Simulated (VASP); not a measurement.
A run of VASP 6.6.1 is set up as follows.

Contents of INCAR:

```
ALGO     = Normal         # electronic algorithm
EDIFF    = 1E-6           # SCF threshold, eV
ENCUT    = 520            # plane-wave cutoff, eV
GGA      = PS             # functional
ISIF     = 2              # what is computed and relaxed
ISMEAR   = -1             # smearing method
LASPH    = T              # aspherical terms in the spheres
LCHARG   = T              # write CHGCAR
LELF     = T              # ELF
LREAL    = F              # projectors in reciprocal space
LVHAR    = T            
LWAVE    = F              # write WAVECAR
NBANDS   = 26             # bands
NELM     = 100            # most SCF steps
PREC     = Accurate       # precision mode
SIGMA    = 0.05           # smearing width, eV
```

KPOINTS

```
k-points
0
Gamma
  11 11 11
```

The input POSCAR:

```
NbP
1.0
   -1.6601705423      1.6601705423      5.6457542643
    1.6601705423     -1.6601705423      5.6457542643
    1.6601705423      1.6601705423     -5.6457542643
Nb P
2 2
Direct
    0.2501919078      0.7501919078      0.5000000000
    0.5001919078      0.5001919078      0.0000000000
    0.8324366622      0.3324366622      0.5000000000
    0.0824366622      0.0824366622      0.0000000000
```

Potentials or basis: VASP PAW PBE potentials, release 64 (Nb_sv, P).

Run with:

```sh
$ cat potpaw_PBE.64/Nb_sv/POTCAR potpaw_PBE.64/P/POTCAR > POTCAR
$ mpirun -np 1 vasp_std > vasp.out
```

Q: What does it give for the pressure?

A: -0.2 GPa.

Q: Predict the band gap on the k mesh.

A: 0.06 eV (least direct gap 0.08 eV).

Forces in eV/Å, atoms in the order of the input:
```
Nb   0.000  0.000 -0.003
Nb   0.000  0.000 -0.003
P    0.000  0.000  0.003
P    0.000  0.000  0.003
```

Caveat: the PAW data sets were made with another functional, which shifts forces and pressure a little; an odd mesh through Γ misses points on the zone boundary, where band edges can lie.
